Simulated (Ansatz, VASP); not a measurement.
**One calculation of ZnCd2Se2S, two programs**

```xyz
6
Lattice="5.1558 0.0000 0.0000 0.0000 5.1558 0.0000 0.0000 0.0000 5.5728" Properties=species:S:1:pos:R:3 pbc="T T T"
Zn    0.0000    0.0000    2.7864
Cd    2.5779    2.5779    4.1155
Cd    2.5779    2.5779    1.4573
Se    2.5779    0.0000    0.0000
Se    0.0000    2.5779    0.0000
S     0.0000    0.0000    0.0000
```

Change from the starting cell: species swapped into the CeSi2Mo2C type (P4/mmm, No. 123).

Alike in both runs: functional PBE; k mesh 4 × 4 × 4; occupations gaussian, width 0.1 eV; no spin polarisation.

Ansatz relaxed the structure, and its values are those at the end. VASP's run is a single point on that final structure, the one shown.

|  | VASP | Ansatz |
| --- | --- | --- |
| version | VASP 6.6.1 | Ansatz 0.2.0 |
| potentials or method | VASP PAW PBE potentials, release 64 (Zn, Cd, Se, S), cutoff 520 eV | scalar-relativistic, plane waves, PAW |
| valence electrons in the cell | 54 | 90 |

Ansatz gave:

```
gap on the k mesh at the Fermi level (eV) : none
pressure (GPa)                            : 0.2
```

Problem. What did VASP give for the same quantities?

Solution. gap on the k mesh at the Fermi level (eV): none; pressure (GPa): 0.4.

A gap of «none» marks a metal or a gap that the smearing closes. With one functional, cell and mesh, what is left measures potentials, basis and numerics. VASP's potentials hold 54 valence electrons a cell and Ansatz's 90, so a difference there can come from the potentials and not from the codes.
